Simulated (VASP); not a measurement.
## Bi: single point with PBE

The system is Bi.

```
CELL_PARAMETERS angstrom
0.00000 3.45207 3.45207
3.45207 0.00000 3.45207
3.45207 3.45207 0.00000
ATOMIC_POSITIONS crystal
Bi 0.87500 0.87500 0.87500
Bi 0.12500 0.12500 0.12500
```

This isn't the form of Bi at room conditions, which is rhombohedral.

```json
{
  "Program": "VASP 6.6.1",
  "Task": "single point",
  "Functional": "PBE",
  "Potentials or basis": "VASP PAW PBE potentials, release 64 (Bi_d)",
  "Cutoff": "520 eV",
  "k mesh": "11 × 11 × 11",
  "Occupations": "fermi-dirac, width 0.05 eV",
  "Spin": "no spin polarisation"
}
```

```yaml
Pressure: 6.5 GPa
Band_gap_on_the_k_mesh: zero (bands 15 and 16 overlap by 0.85 eV)
```

Levels at points of the mesh, in eV from the Fermi level:
| k point | band 13 | band 14 | band 15 | band 16 | band 17 | band 18 |
| --- | --- | --- | --- | --- | --- | --- |
| (0.00, 0.00, 0.00) | -1.39 | -1.39 | -1.39 | 0.93 | 0.93 | 0.93 |

Wall time 91 s on 1 thread of Intel Xeon 8259CL, with other jobs on the host, peak memory 0.24 GiB.

Caveat: the cell stands under pressure; spin-orbit coupling is left out, which moves the levels of the heavy elements.
